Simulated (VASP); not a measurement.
# Si (P6_3/mmc) in VASP: notebook

The runs below take Si through single point, with LDA.

Everything below comes from runs of VASP 6.6.1. Logs are shortened: lines on timing, memory, paths and dates and some standing lists are left out, and cuts for length are marked.

### Step 1. The cell of the first run

Symmetry: P6_3/mmc, No. 194, hexagonal system. The conventional cell has a = 3.967 Å, b = 3.967 Å, c = 5.775 Å, α = 90.00°, β = 90.00°, γ = 120.00°. Si (site symmetry 3m) has 4 Si at 2.32 to 2.36 Å within 3.1 Å.

This isn't the form of Si at room conditions, which is diamond.

### Step 2. Single point, LDA

Input file INCAR:

```
SYSTEM = Si
PREC     = Accurate       ! precision mode
ENCUT    = 520            ! plane-wave cutoff, eV
EDIFF    = 1E-6           ! SCF threshold, eV
ISMEAR   = 0              ! smearing method
SIGMA    = 0.03           ! smearing width, eV
LREAL    = .FALSE.        ! projectors in reciprocal space
LASPH    = .TRUE.         ! aspherical terms in the spheres
NELM     = 60             ! most SCF steps
ALGO     = Normal         ! electronic algorithm
ISIF     = 2              ! what is computed and relaxed
LWAVE    = .FALSE.        ! write WAVECAR
LCHARG   = .TRUE.         ! write CHGCAR
LELF     = .TRUE.         ! ELF
LVHAR    = .TRUE.       
NBANDS   = 16             ! bands
```

Input file KPOINTS:

```
Automatic mesh
0
G
  12 12 6
  0 0 0
```

Input file POSCAR:

```
Si
1.0
    3.9671651941      0.0000000000      0.0000000000
   -1.9835825971      3.4356658391      0.0000000000
    0.0000000000      0.0000000000      5.7750023730
Si
4
Direct
    0.3333333333      0.6666666667      0.0487246481
    0.6666666667      0.3333333333      0.5487246481
    0.3333333333      0.6666666667      0.4512753519
    0.6666666667      0.3333333333      0.9512753519
```

Potentials or basis: VASP PAW LDA potentials, release 64 (Si).

Command:

```bash
$ cat potpaw_LDA.64/Si/POTCAR > POTCAR
$ mpirun -np 1 vasp_std > vasp.out
```

OUTCAR:

```text
SYSTEM = Si
   PREC = Accurate
   ENCUT = 520
   EDIFF = 1E-6
   ISMEAR = 0
   LREAL = .FALSE.
   LASPH = .TRUE.
   NELM = 60
   ISIF = 2

 ion  position               nearest neighbor table
   1  0.333  0.667  0.049-   3 2.32   4 2.36   4 2.36   4 2.36
   2  0.667  0.333  0.549-   4 2.32   3 2.36   3 2.36   3 2.36
   3  0.333  0.667  0.451-   1 2.32   2 2.36   2 2.36   2 2.36
   4  0.667  0.333  0.951-   2 2.32   1 2.36   1 2.36   1 2.36

  LATTYP: Found a hexagonal cell.
 ALAT       =     3.9671651941
 C/A-ratio  =     1.4557000000

  Lattice vectors:

 A1 = (   3.9671651941,   0.0000000000,   0.0000000000)
 A2 = (  -1.9835825971,   3.4356658391,   0.0000000000)
 A3 = (   0.0000000000,   0.0000000000,   5.7750023730)

Analysis of symmetry for initial positions (statically):
=====================================================================
 Subroutine PRICEL returns:
 Original cell was already a primitive cell.

 Routine SETGRP: Setting up the symmetry group for a
 hexagonal supercell.

 Subroutine GETGRP returns: Found 24 space group operations
 (whereof 12 operations were pure point group operations)
 out of a pool of 24 trial point group operations.

The static configuration has the point symmetry D_3d.
 The point group associated with its full space group is D_6h.

Analysis of symmetry for dynamics (positions and initial velocities):
=====================================================================
 Subroutine PRICEL returns:
 Original cell was already a primitive cell.

 Routine SETGRP: Setting up the symmetry group for a
 hexagonal supercell.

 Subroutine GETGRP returns: Found 24 space group operations
 (whereof 12 operations were pure point group operations)
 out of a pool of 24 trial point group operations.

The dynamic configuration has the point symmetry D_3d.
 The point group associated with its full space group is D_6h.

 Subroutine INISYM returns: Found 24 space group operations
 (whereof 12 operations are pure point group operations),
 and found     1 'primitive' translations

----------------------------------------------------------------------------------------

                                     Primitive cell

  volume of cell :      78.7124

  direct lattice vectors                    reciprocal lattice vectors
     3.967165194  0.000000000  0.000000000     0.252069160  0.145532198  0.000000000
    -1.983582597  3.435665839  0.000000000     0.000000000  0.291064395  0.000000000
[... 93 lines left out ...]
   IBRION =     -1    ionic relax: 0-MD 1-quasi-New 2-CG
   NFREE  =      0    steps in history (QN), initial steepest desc. (CG)
   ISIF   =      2    stress and relaxation
   ISYM   =      2    0-nonsym 1-usesym 2-fastsym
   POTIM  = 0.5000    time-step for ionic-motion
   TEBEG  =    0.0;   TEEND  =   0.0 temperature during run
   PSTRESS=    0.0 pullay stress
   NELECT =      16.0000    total number of electrons
   NUPDOWN=      -1.0000    fix difference up-down
   EMIN   =  10.00;   EMAX   =-10.00  energy-range for DOS
   EFERMI =   0.00;   METHOD = LEGACY
   ISMEAR =     0;   SIGMA  =   0.03  broadening in eV -4-tet -1-fermi 0-gaus
   EFERMI_NEDOS =   21; number of points for ismear=-14 and -15
   IALGO  =     38    algorithm
   IMIX   =      4    mixing-type and parameters
     AMIX     =   0.40;   BMIX     =  1.00
     AMIX_MAG =   1.60;   BMIX_MAG =  1.00
  volume/ion in A,a.u.               =      19.68       132.79
  Fermi-wavevector in a.u.,A,eV,Ry     =   0.962573  1.818999 12.606436  0.926547
  Thomas-Fermi vector in A             =   2.092044
   LORBIT       =      0    0 simple, 1 ext, 2 COOP (PROOUT), +10 PAW based schemes
   GGA     = CA    functional components
   LHFCALC =     F    Hartree Fock is set to
   AEXX    =    0.0000 exact exchange contribution
   IVDW    =     0    specifies the selected vdW correction
   LEPSILON=     F    determine dielectric tensor
   LRPA    =     F    only Hartree local field effects (RPA)
 non-spin polarized calculation
 Gauss-broadening in eV      SIGMA  =   0.03
  energy-cutoff  :      520.00
  volume of cell :       78.71
 maximum number of plane-waves:      2157
 NGX is ok and might be reduce to    30

 number of electron      15.9999999 magnetization

 Free energy of the ion-electron system (eV)
  ---------------------------------------------------
  ext. energy  EPLUGINS =         0.00000000
  ---------------------------------------------------
  free energy    TOTEN  =       -23.32663318 eV

  energy without entropy =      -23.32639798  energy(sigma->0) =      -23.32651558

 E-fermi :   6.0160     XC(G=0):  -9.6704

 val. band max:        6.0017577831   @ k =   0.0000   0.0000   0.1667
 cond. band min:       6.0293415339   @ k =   0.0000   0.0000   0.3333
 fundamental gap:      0.0275837508
 Fermi energy:         6.0160169588

 k-point     1 :       0.0000    0.0000    0.0000
  band No.  band energies     occupation
      1      -6.1566      2.00000
      2      -3.1213      2.00000
      3      -0.6972      2.00000
      4       3.8919      2.00000
      5       3.8919      2.00000
      6       5.4993      2.00000
[... 433 lines left out ...]
      3      -1.0151      2.00000
      4       1.5043      2.00000
      5       1.6694      2.00000
      6       2.8718      2.00000
[... 8 lines left out ...]
     15      12.3111      0.00000
     16      13.3877      0.00000

 [... further k-points ...]

------------------------ aborting loop because EDIFF is reached ----------------------------------------

  FORCE on cell =-STRESS in cart. coord.  units (eV):
  Direction    XX          YY          ZZ          XY          YZ          ZX
  --------------------------------------------------------------------------------------
  -------------------------------------------------------------------------------------
  Total       -2.9748996     -2.9748996      5.5026477      0.0000000      0.0000000      0.0000000
  in kB      -60.5535384    -60.5535384    112.0053901      0.0000000      0.0000000      0.0000000
  external PRESSURE =      -3.0338955 kB  Pullay stress =       0.0000000 kB

 VOLUME and BASIS-vectors are now :
 -----------------------------------------------------------------------------
  energy-cutoff  :      520.00
  volume of cell :       78.71
      direct lattice vectors                 reciprocal lattice vectors
     3.967165194  0.000000000  0.000000000     0.252069160  0.145532198  0.000000000
    -1.983582597  3.435665839  0.000000000     0.000000000  0.291064395  0.000000000
     0.000000000  0.000000000  5.775002373     0.000000000  0.000000000  0.173160102

 POSITION                                       TOTAL-FORCE (eV/Angst)
 -----------------------------------------------------------------------------------
     -0.00000      2.29044      0.28138        -0.000000     -0.000000      0.428790
      1.98358      1.14522      3.16889        -0.000000     -0.000000      0.428790
     -0.00000      2.29044      2.60612         0.000000      0.000000     -0.428790
      1.98358      1.14522      5.49362        -0.000000      0.000000     -0.428790
 -----------------------------------------------------------------------------------
    total drift:                                0.000000     -0.000000      0.000000

  FREE ENERGIE OF THE ION-ELECTRON SYSTEM (eV)
  ---------------------------------------------------
  free  energy   TOTEN  =       -23.3266331838 eV

  energy  without entropy=      -23.3263979825  energy(sigma->0) =      -23.32651558
```

stdout:

```text
POSCAR found type information on POSCAR Si
 POSCAR found :  1 types and       4 ions
 scaLAPACK will be used
 LDA part: xc-table for (Slater(with rela. corr.)+CA(PZ))
 , standard interpolation
 POSCAR, INCAR and KPOINTS ok, starting setup
 FFT: planning ... GRIDC
 FFT: planning ... GRID_SOFT
 FFT: planning ... GRID
 WAVECAR not read
 entering main loop
```

Wall time 2 min (1 thread of Intel Xeon Platinum 8488C (Sapphire Rapids), shared host); peak memory 0.2 GiB.

Results:

- Free energy: -23.3266 eV
- Pressure: -0.3 GPa
- Largest force: 0.429 eV/Å
- Band gap on the k mesh: zero (bands 8 and 9 overlap by 0.44 eV)

Forces in eV/Å, atoms in the order of the input:
```
Si   0.000  0.000  0.429
Si   0.000  0.000  0.429
Si   0.000  0.000 -0.429
Si   0.000  0.000 -0.429
```

Stress tensor (GPa, compression positive):
```
-6.06  0.00  0.00
 0.00 -6.06  0.00
 0.00  0.00 11.20
```

Caveat: semilocal functionals underestimate gaps, so a narrow gap can read as zero.

### Step 3. Single point, LDA

This run uses another cell than the first one, of the same volume but with other edges.

Input file INCAR:

```
SYSTEM = Si
  PREC = Accurate
  ENCUT = 520
  EDIFF = 1E-6
  ISMEAR = 0
  SIGMA = 0.03
  LREAL = .FALSE.
  LASPH = .TRUE.
  NELM = 80
  ALGO = Normal
  ISIF = 2
  LWAVE = .FALSE.
  LCHARG = .FALSE.
  NBANDS = 16
```

Input file KPOINTS:

```
regular mesh
0
G
  12 12 6
  0 0 0
```

Input file POSCAR:

```
Si
1.0
    3.5775365161      0.0000000000      0.0000000000
   -1.7887682581      3.0982375059      0.0000000000
    0.0000000000      0.0000000000      7.1014099845
Si
4
Direct
    0.3333333333      0.6666666667      0.0582655800
    0.6666666667      0.3333333333      0.5582655800
    0.3333333333      0.6666666667      0.4417344200
    0.6666666667      0.3333333333      0.9417344200
```

Potentials or basis: VASP PAW LDA potentials, release 64 (Si).

Command:

```bash
$ cat potpaw_LDA.64/Si/POTCAR > POTCAR
$ mpirun -np 1 vasp_std > vasp.out
```

Run time: 1.7 min. Hardware: 1 thread of Intel Xeon Platinum 8488C (Sapphire Rapids), shared host; peak memory 0.2 GiB.

The run converged. Its results:

```
Free energy            : -22.5689 eV
Pressure               : 6.0 GPa
Largest force          : 1.669 eV/Å
Band gap on the k mesh : zero (bands 8 and 9 overlap by 0.45 eV)
```

Forces in eV/Å, atoms in the order of the input:
```
Si   0.000  0.000  1.669
Si   0.000  0.000  1.669
Si   0.000  0.000 -1.669
Si   0.000  0.000 -1.669
```

Stress tensor (GPa, compression positive):
```
 16.53   0.00   0.00
  0.00  16.53   0.00
  0.00   0.00 -15.10
```

Levels at points of the mesh, in eV from the Fermi level:
```tsv
k point	band 4	band 5	band 6	band 7	band 8	band 9	band 10	band 11	band 12	band 13
(0.00, 0.00, 0.00)	-0.48	-0.44	-0.44	-0.39	0.25	0.25	3.23	3.25	3.25	4.33
(0.50, 0.00, 0.00)	-6.65	-3.95	-2.33	-2.32	-1.54	1.21	2.01	2.41	2.92	3.72
(0.00, 0.00, 0.50)	-4.66	-0.13	-0.13	-0.13	-0.13	3.34	3.34	3.75	3.75	3.75
(0.50, 0.00, 0.50)	-7.31	-2.42	-2.42	-1.97	-1.97	0.58	0.58	1.73	1.73	6.12
```

Caveat: the cell stands under pressure; semilocal functionals underestimate gaps, so a narrow gap can read as zero; forces of over 1 eV/Å act on the atoms, so gaps and moduli don't describe the material at rest.
